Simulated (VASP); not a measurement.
# Si (C2/m) in VASP: notebook

The runs below take Si through electric field gradients, with r2SCAN.

All numbers are computed with VASP 6.6.1; they aren't measurements. Logs are shortened: lines on timing, memory, paths and dates and some standing lists are left out, and cuts for length are marked.

### 1 The cell of the first run

Symmetry: C2/m, No. 12, monoclinic system. The conventional cell has a = 4.912 Å, b = 2.836 Å, c = 4.594 Å, α = 90.00°, β = 90.00°, γ = 90.00°. Si (site symmetry m) has 10 Si at 2.31 to 3.02 Å within 3.1 Å.

### 2 Electric field gradients, r2SCAN (shortest bond scaled by 0.82)

File POSCAR:

```
Si
1.0
    2.8359687699      0.0000000000      0.0000000000
   -1.4179843850      2.4560209991      0.0000000000
    0.0000000000      0.0000000000      4.5942694073
Si
2
Direct
    0.2733333333      0.6366666667      0.2050000000
    0.7266666667      0.3633333333      0.7950000000
```

File INCAR.step1:

```
SYSTEM = Si
PREC     = Accurate       ! precision mode
ENCUT    = 520            ! plane-wave cutoff, eV
ISMEAR   = -1             ! smearing method
SIGMA    = 0.05           ! smearing width, eV
LREAL    = .False.        ! projectors in reciprocal space
LASPH    = .True.         ! aspherical terms in the spheres
NELM     = 80             ! most SCF steps
NBANDS   = 11             ! bands
GGA      = PE             ! functional
ALGO     = Normal         ! electronic algorithm
EDIFF    = 1E-4           ! SCF threshold, eV
LWAVE    = .True.         ! write WAVECAR
LCHARG   = .False.        ! write CHGCAR
```

File INCAR.step2:

```
SYSTEM = Si
PREC     = Accurate       ! precision mode
ENCUT    = 520            ! plane-wave cutoff, eV
EDIFF    = 1E-8           ! SCF threshold, eV
ISMEAR   = -1             ! smearing method
SIGMA    = 0.05           ! smearing width, eV
LREAL    = .False.        ! projectors in reciprocal space
LASPH    = .True.         ! aspherical terms in the spheres
NELM     = 80             ! most SCF steps
ALGO     = Normal         ! electronic algorithm
ISIF     = 2              ! what is computed and relaxed
LWAVE    = .False.        ! write WAVECAR
LCHARG   = .False.        ! write CHGCAR
METAGGA  = R2SCAN         ! meta-GGA
LMIXTAU  = .True.       
LEFG     = .True.       
NBANDS   = 11             ! bands
ISTART   = 1
```

File KPOINTS:

```
regular mesh
0
Gamma
  12 12 7
  0 0 0
```

Potentials or basis: VASP PAW PBE potentials, release 64 (Si).

The run is started by

```console
$ cat potpaw_PBE.64/Si/POTCAR > POTCAR
$ cp INCAR.step1 INCAR
$ mpirun -np 1 vasp_std > vasp.out
$ cp INCAR.step2 INCAR
$ mpirun -np 1 vasp_std > vasp.out
```

OUTCAR:

```text
SYSTEM = Si
   PREC = Accurate
   ENCUT = 520
   EDIFF = 1E-8
   ISMEAR = -1
   LREAL = .False.
   LASPH = .True.
   NELM = 80
   ISIF = 2
   METAGGA = R2SCAN
   ISTART = 1

 ion  position               nearest neighbor table
   1  0.273  0.637  0.205-   2 2.31   2 2.61   2 2.61   2 3.02
   2  0.727  0.363  0.795-   1 2.31   1 2.61   1 2.61   1 3.02

  LATTYP: Found a hexagonal cell.
 ALAT       =     2.8359687699
 C/A-ratio  =     1.6200000000

  Lattice vectors:

 A1 = (   2.8359687699,   0.0000000000,   0.0000000000)
 A2 = (  -1.4179843850,   2.4560209991,   0.0000000000)
 A3 = (   0.0000000000,   0.0000000000,   4.5942694073)

Analysis of symmetry for initial positions (statically):
=====================================================================
 Subroutine PRICEL returns:
 Original cell was already a primitive cell.

 Routine SETGRP: Setting up the symmetry group for a
 hexagonal supercell.

 Subroutine GETGRP returns: Found  4 space group operations
 (whereof  4 operations were pure point group operations)
 out of a pool of 24 trial point group operations.

The static configuration has the point symmetry C_2h.

Analysis of symmetry for dynamics (positions and initial velocities):
=====================================================================
 Subroutine PRICEL returns:
 Original cell was already a primitive cell.

 Routine SETGRP: Setting up the symmetry group for a
 hexagonal supercell.

 Subroutine GETGRP returns: Found  4 space group operations
 (whereof  4 operations were pure point group operations)
 out of a pool of 24 trial point group operations.

The dynamic configuration has the point symmetry C_2h.

 Subroutine INISYM returns: Found  4 space group operations
 (whereof  4 operations are pure point group operations),
 and found     1 'primitive' translations

----------------------------------------------------------------------------------------

                                     Primitive cell

  volume of cell :      32.0000

  direct lattice vectors                    reciprocal lattice vectors
     2.835968770  0.000000000  0.000000000     0.352613192  0.203581321  0.000000000
    -1.417984385  2.456020999  0.000000000     0.000000000  0.407162642  0.000000000
     0.000000000  0.000000000  4.594269407     0.000000000  0.000000000  0.217662464

  length of vectors
     2.835968770  2.835968770  4.594269407     0.407162642  0.407162642  0.217662464

  position of ions in fractional coordinates (direct lattice)
     0.273333333  0.636666667  0.205000000
     0.726666667  0.363333333  0.795000000

  ion indices of the primitive-cell ions
   primitive index   ion index
                 1           1
                 2           2

----------------------------------------------------------------------------------------

 KPOINTS: regular mesh

Automatic generation of k-mesh.
 Grid dimensions read from file:
 generate k-points for:   12   12    7

 Generating k-lattice:

  Cartesian coordinates                     Fractional coordinates (reciprocal lattice)
     0.029384433  0.016965110  0.000000000     0.083333333 -0.000000000  0.000000000
     0.000000000  0.033930220  0.000000000     0.000000000  0.083333333  0.000000000
     0.000000000  0.000000000  0.031094638     0.000000000  0.000000000  0.142857143

  Length of vectors
     0.033930220  0.033930220  0.031094638

  Shift w.r.t. Gamma in fractional coordinates (k-lattice)
     0.000000000  0.000000000  0.000000000

 Subroutine IBZKPT returns following result:
 ===========================================

 Found    277 irreducible k-points:

 Following reciprocal coordinates:
            Coordinates               Weight
  0.000000  0.000000  0.000000      1.000000
  0.083333  0.000000  0.000000      2.000000
  0.000000  0.083333  0.000000      4.000000
  0.166667 -0.000000  0.000000      2.000000
  0.000000  0.166667  0.000000      4.000000
  0.250000  0.000000  0.000000      2.000000
[... 16 lines left out ...]
 -0.083333  0.416667  0.000000      4.000000
 -0.416667  0.333333  0.000000      4.000000
 [... further k-points ...]
   k-points           NKPTS =    277   k-points in BZ     NKDIM =    277   number of bands    NBANDS=     11
   number of dos      NEDOS =    301   number of ions     NIONS =      2
   total plane-waves  NPLWV =  20736
   dimension x,y,z NGX =    24 NGY =   24 NGZ =   36
   dimension x,y,z NGXF=    48 NGYF=   48 NGZF=   72
   ions per type =               2
   NGX,Y,Z   is equivalent  to a cutoff of  14.07, 14.07, 13.03 a.u.
   NGXF,Y,Z  is equivalent  to a cutoff of  28.14, 28.14, 26.05 a.u.
 SYSTEM =  Si
   PREC   = accura    normal or accurate (medium, high low for compatibility)
   ISTART =      1    job   : 0-new  1-cont  2-samecut
   ICHARG =      0    charge: 1-file 2-atom 10-const
   ISPIN  =      1    spin polarized calculation?
   LNONCOLLINEAR =      F non collinear calculations
   LSORBIT =      F    spin-orbit coupling
   LASPH  =      T    aspherical Exc in radial PAW
   ENCUT  =  520.0 eV  38.22 Ry    6.18 a.u.   5.27  5.27  8.54*2*pi/ulx,y,z
   NELM   =     80;   NELMIN=  2; NELMDL=  0     # of ELM steps
   EDIFF  = 0.1E-07   stopping-criterion for ELM
   LREAL  =      F    real-space projection
   EDIFFG = 0.1E-06   stopping-criterion for IOM
   NSW    =      0    number of steps for IOM
   IBRION =     -1    ionic relax: 0-MD 1-quasi-New 2-CG
   NFREE  =      0    steps in history (QN), initial steepest desc. (CG)
   ISIF   =      2    stress and relaxation
   ISYM   =      2    0-nonsym 1-usesym 2-fastsym
   POTIM  = 0.5000    time-step for ionic-motion
   TEBEG  =    0.0;   TEEND  =   0.0 temperature during run
   PSTRESS=    0.0 pullay stress
   NELECT =       8.0000    total number of electrons
   NUPDOWN=      -1.0000    fix difference up-down
   EMIN   =  10.00;   EMAX   =-10.00  energy-range for DOS
   EFERMI =   0.00;   METHOD = LEGACY
   ISMEAR =    -1;   SIGMA  =   0.05  broadening in eV -4-tet -1-fermi 0-gaus
   EFERMI_NEDOS =   21; number of points for ismear=-14 and -15
   IALGO  =     38    algorithm
   IMIX   =      4    mixing-type and parameters
     AMIX     =   0.40;   BMIX     =  1.00
     AMIX_MAG =   1.60;   BMIX_MAG =  1.00
  volume/ion in A,a.u.               =      16.00       107.97
  Fermi-wavevector in a.u.,A,eV,Ry     =   1.031307  1.948889 14.471090  1.063595
  Thomas-Fermi vector in A             =   2.165449
   LORBIT       =      0    0 simple, 1 ext, 2 COOP (PROOUT), +10 PAW based schemes
   METAGGA = R2SCAN    functional components
   LHFCALC =     F    Hartree Fock is set to
   AEXX    =    0.0000 exact exchange contribution
   IVDW    =     0    specifies the selected vdW correction
   LEPSILON=     F    determine dielectric tensor
   LRPA    =     F    only Hartree local field effects (RPA)
 non-spin polarized calculation
  energy-cutoff  :      520.00
  volume of cell :       32.00
 maximum number of plane-waves:       875
 NGX is ok and might be reduce to    24
   NGX = 11   NGY = 11   NGZ = 17

 number of electron       8.0000000 magnetization

 Free energy of the ion-electron system (eV)
  ---------------------------------------------------
  ext. energy  EPLUGINS =         0.00000000
  ---------------------------------------------------
  free energy    TOTEN  =       -15.80782734 eV

  energy without entropy =      -15.80377871  energy(sigma->0) =      -15.80580303

 E-fermi :   8.6838     XC(G=0): -11.3913

 val. band max:        8.6741766852   @ k =   0.0000   0.3333   0.4286
 cond. band min:       8.6904100636   @ k =  -0.0833   0.5000   0.0000
 fundamental gap:      0.0162333784
 Fermi energy:         8.6838453381

 k-point     1 :       0.0000    0.0000    0.0000
  band No.  band energies     occupation
      1      -6.0680      2.00000
      2       1.2880      2.00000
      3       2.6163      2.00000
      4      15.4049      0.00000
      5      16.5439      0.00000
      6      17.1206      0.00000
      7      18.6653      0.00000
      8      19.1749      0.00000
      9      20.6811      0.00000
     10      20.6991      0.00000
     11      22.6995      0.00000
[... 309 lines left out ...]
 k-point    24 :      -0.4167    0.3333    0.0000
  band No.  band energies     occupation
      1      -2.4246      2.00000
      2       3.8368      2.00000
      3       4.8961      2.00000
      4       5.9924      2.00000
      5       9.7789      0.00000
      6      10.8985      0.00000
      7      12.5625      0.00000
      8      15.4566      0.00000
      9      17.1039      0.00000
     10      18.8577      0.00000
     11      22.7850      0.00000

 [... further k-points ...]
[... 5 lines left out ...]
  --------------------------------------------------------------------------------------
  -------------------------------------------------------------------------------------
  Total       -0.4874027     -0.7261764      0.6594090      0.2067841      0.6330686      1.0965070
  in kB      -24.4032997    -36.3582305     33.0153167     10.3532737     31.6965063     54.8999563
  external PRESSURE =      -9.2487378 kB  Pullay stress =       0.0000000 kB

 VOLUME and BASIS-vectors are now :
 -----------------------------------------------------------------------------
  energy-cutoff  :      520.00
  volume of cell :       32.00
      direct lattice vectors                 reciprocal lattice vectors
     2.835968770  0.000000000  0.000000000     0.352613192  0.203581321  0.000000000
    -1.417984385  2.456020999  0.000000000     0.000000000  0.407162642  0.000000000
     0.000000000  0.000000000  4.594269407     0.000000000  0.000000000  0.217662464

 POSITION                                       TOTAL-FORCE (eV/Angst)
 -----------------------------------------------------------------------------------
     -0.12762      1.56367      0.94183         0.276625      0.159709      1.419322
      1.54560      0.89235      3.65244        -0.276625     -0.159709     -1.419322
 -----------------------------------------------------------------------------------
    total drift:                               -0.000000      0.000000      0.000000

  FREE ENERGIE OF THE ION-ELECTRON SYSTEM (eV)
  ---------------------------------------------------
  free  energy   TOTEN  =       -15.8078273375 eV

  energy  without entropy=      -15.8037787126  energy(sigma->0) =      -15.80580303

 Electric field gradients (V/A^2)
---------------------------------------------------------------------
 ion       V_xx      V_yy      V_zz      V_xy      V_xz      V_yz
---------------------------------------------------------------------
   1       8.930    11.564   -20.494    -2.281   -13.846    -7.994
   2       8.930    11.564   -20.494    -2.281   -13.846    -7.994
---------------------------------------------------------------------

 Electric field gradients after diagonalization (V/A^2)
 (convention: |V_zz| > |V_xx| > |V_yy|)
----------------------------------------------------------------------
 ion       V_xx      V_yy      V_zz     asymmetry (V_yy - V_xx)/ V_zz
----------------------------------------------------------------------
   1      14.846    12.881   -27.727       0.071
   2      14.846    12.881   -27.727       0.071
----------------------------------------------------------------------

           NMR quadrupolar parameters

 Cq : quadrupolar parameter    Cq=e*Q*V_zz/h
 eta: asymmetry parameters     (V_yy - V_xx)/ V_zz
 Q  : nuclear electric quadrupole moment in mb (millibarn)
----------------------------------------------------------------------
 ion       Cq(MHz)       eta       Q (mb)
----------------------------------------------------------------------
   1      -0.067       0.071       1.000
   2      -0.067       0.071       1.000
----------------------------------------------------------------------
```

Run time: 2.7 min. Hardware: 1 thread of Intel Xeon 6975P-C (Granite Rapids), shared host; peak memory 0.2 GiB.

Results:

```
Free energy            : -15.8078 eV
Pressure               : -0.9 GPa
Largest force          : 1.455 eV/Å
Band gap on the k mesh : zero (band 4 reaches 15.43 eV, above the bottom of band 5 at 6.07 eV)
```

Forces on the atoms (eV/Å):
```
Si   0.277  0.160  1.419
Si  -0.277 -0.160 -1.419
```

Stress tensor (GPa, compression positive):
```
-2.44  1.04  5.49
 1.04 -3.64  3.17
 5.49  3.17  3.30
```

Electric field gradients, principal values (V/Å²):
| atom | least | middle | greatest (by size) |
| --- | --- | --- | --- |
| 1 Si | 12.881 | 14.846 | -27.727 |
| 2 Si | 12.881 | 14.846 | -27.727 |

Caveat: the cell differs from its parent crystal (shortest bond scaled by 0.82); without QUAD_EFG the Cq values of the log hold for a quadrupole moment of 1 mb, not for the nuclei; the PAW data sets were made with another functional, which shifts forces and pressure a little.

### 3 Electric field gradients, r2SCAN (shortest bond scaled by 0.76)

File POSCAR:

```
Si
1.0
    2.8359687699      0.0000000000      0.0000000000
   -1.4179843850      2.4560209991      0.0000000000
    0.0000000000      0.0000000000      4.5942694073
Si
2
Direct
    0.2533333333      0.6266666667      0.1900000000
    0.7466666667      0.3733333333      0.8100000000
```

File INCAR.step1:

```
SYSTEM = Si
PREC = Accurate
ENCUT = 520
ISMEAR = -1
SIGMA = 0.05
LREAL = .False.
LASPH = .True.
NELM = 80
NBANDS = 11
GGA = PE
ALGO = Normal
EDIFF = 1E-4
LWAVE = .True.
LCHARG = .False.
```

File INCAR.step2:

```
SYSTEM = Si
PREC = Accurate
ENCUT = 520
EDIFF = 1E-8
ISMEAR = -1
SIGMA = 0.05
LREAL = .False.
LASPH = .True.
NELM = 80
ALGO = Normal
ISIF = 2
LWAVE = .False.
LCHARG = .False.
METAGGA = R2SCAN
LMIXTAU = .True.
LEFG = .True.
NBANDS = 11
ISTART = 1
```

KPOINTS is that of step 2.

Potentials or basis: VASP PAW PBE potentials, release 64 (Si).

The run is started by

```console
$ cat potpaw_PBE.64/Si/POTCAR > POTCAR
$ cp INCAR.step1 INCAR
$ mpirun -np 1 vasp_std > vasp.out
$ cp INCAR.step2 INCAR
$ mpirun -np 1 vasp_std > vasp.out
```

OUTCAR:

```text
SYSTEM = Si
   PREC = Accurate
   ENCUT = 520
   EDIFF = 1E-8
   ISMEAR = -1
   LREAL = .False.
   LASPH = .True.
   NELM = 80
   ISIF = 2
   METAGGA = R2SCAN
   ISTART = 1

 ion  position               nearest neighbor table
   1  0.253  0.627  0.190-   2 2.14   2 2.55   2 2.55   2 3.11
   2  0.747  0.373  0.810-   1 2.14   1 2.55   1 2.55   1 3.11

  LATTYP: Found a hexagonal cell.
 ALAT       =     2.8359687699
 C/A-ratio  =     1.6200000000

  Lattice vectors:

 A1 = (   2.8359687699,   0.0000000000,   0.0000000000)
 A2 = (  -1.4179843850,   2.4560209991,   0.0000000000)
 A3 = (   0.0000000000,   0.0000000000,   4.5942694073)

Analysis of symmetry for initial positions (statically):
=====================================================================
 Subroutine PRICEL returns:
 Original cell was already a primitive cell.

 Routine SETGRP: Setting up the symmetry group for a
[... 525 lines left out ...]
  energy-cutoff  :      520.00
  volume of cell :       32.00
      direct lattice vectors                 reciprocal lattice vectors
     2.835968770  0.000000000  0.000000000     0.352613192  0.203581321  0.000000000
    -1.417984385  2.456020999  0.000000000     0.000000000  0.407162642  0.000000000
     0.000000000  0.000000000  4.594269407     0.000000000  0.000000000  0.217662464

 POSITION                                       TOTAL-FORCE (eV/Angst)
 -----------------------------------------------------------------------------------
     -0.17016      1.53911      0.87291         1.081107      0.624177      3.460575
      1.58814      0.91691      3.72136        -1.081107     -0.624177     -3.460575
 -----------------------------------------------------------------------------------
    total drift:                                0.000000     -0.000000     -0.000000

  FREE ENERGIE OF THE ION-ELECTRON SYSTEM (eV)
  ---------------------------------------------------
  free  energy   TOTEN  =       -15.4067500950 eV

  energy  without entropy=      -15.3988637792  energy(sigma->0) =      -15.40280694

 Electric field gradients (V/A^2)
---------------------------------------------------------------------
 ion       V_xx      V_yy      V_zz      V_xy      V_xz      V_yz
---------------------------------------------------------------------
   1      15.019    23.265   -38.284    -7.141   -26.882   -15.521
   2      15.019    23.265   -38.284    -7.141   -26.882   -15.521
---------------------------------------------------------------------

 Electric field gradients after diagonalization (V/A^2)
 (convention: |V_zz| > |V_xx| > |V_yy|)
----------------------------------------------------------------------
 ion       V_xx      V_yy      V_zz     asymmetry (V_yy - V_xx)/ V_zz
----------------------------------------------------------------------
   1      27.387    25.907   -53.295       0.028
   2      27.387    25.907   -53.295       0.028
----------------------------------------------------------------------

           NMR quadrupolar parameters

 Cq : quadrupolar parameter    Cq=e*Q*V_zz/h
 eta: asymmetry parameters     (V_yy - V_xx)/ V_zz
 Q  : nuclear electric quadrupole moment in mb (millibarn)
----------------------------------------------------------------------
 ion       Cq(MHz)       eta       Q (mb)
----------------------------------------------------------------------
   1      -0.129       0.028       1.000
   2      -0.129       0.028       1.000
----------------------------------------------------------------------
```

OUTCAR.step1:

```text
SYSTEM = Si
   PREC = Accurate
   ENCUT = 520
   ISMEAR = -1
   LREAL = .False.
   LASPH = .True.
[... 558 lines left out ...]
     -0.17016      1.53911      0.87291         1.124093      0.648996      3.622298
      1.58814      0.91691      3.72136        -1.124093     -0.648996     -3.622298
 -----------------------------------------------------------------------------------
    total drift:                                0.000000     -0.000000     -0.000000

  FREE ENERGIE OF THE ION-ELECTRON SYSTEM (eV)
  ---------------------------------------------------
  free  energy   TOTEN  =        -9.0988921926 eV

  energy  without entropy=       -9.0901911942  energy(sigma->0) =       -9.09454169
```

Wall time 2.6 min (1 thread of Intel Xeon 6975P-C (Granite Rapids), shared host); peak memory 0.2 GiB.

What came out:

- Free energy: -15.4068 eV
- Pressure: 7.9 GPa
- Largest force: 3.679 eV/Å
- Band gap on the k mesh: zero (band 4 reaches 14.65 eV, above the bottom of band 5 at 6.55 eV)

Forces in eV/Å, atoms in the order of the input:
```
Si   1.081  0.624  3.461
Si  -1.081 -0.624 -3.461
```

Electric field gradients, principal values (V/Å²):
```tsv
atom	least	middle	greatest (by size)
1 Si	25.907	27.387	-53.295
2 Si	25.907	27.387	-53.295
```

Caveat: the cell differs from its parent crystal (shortest bond scaled by 0.76); without QUAD_EFG the Cq values of the log hold for a quadrupole moment of 1 mb, not for the nuclei; the PAW data sets were made with another functional, which shifts forces and pressure a little.

(Continued in part 2 of 2.)
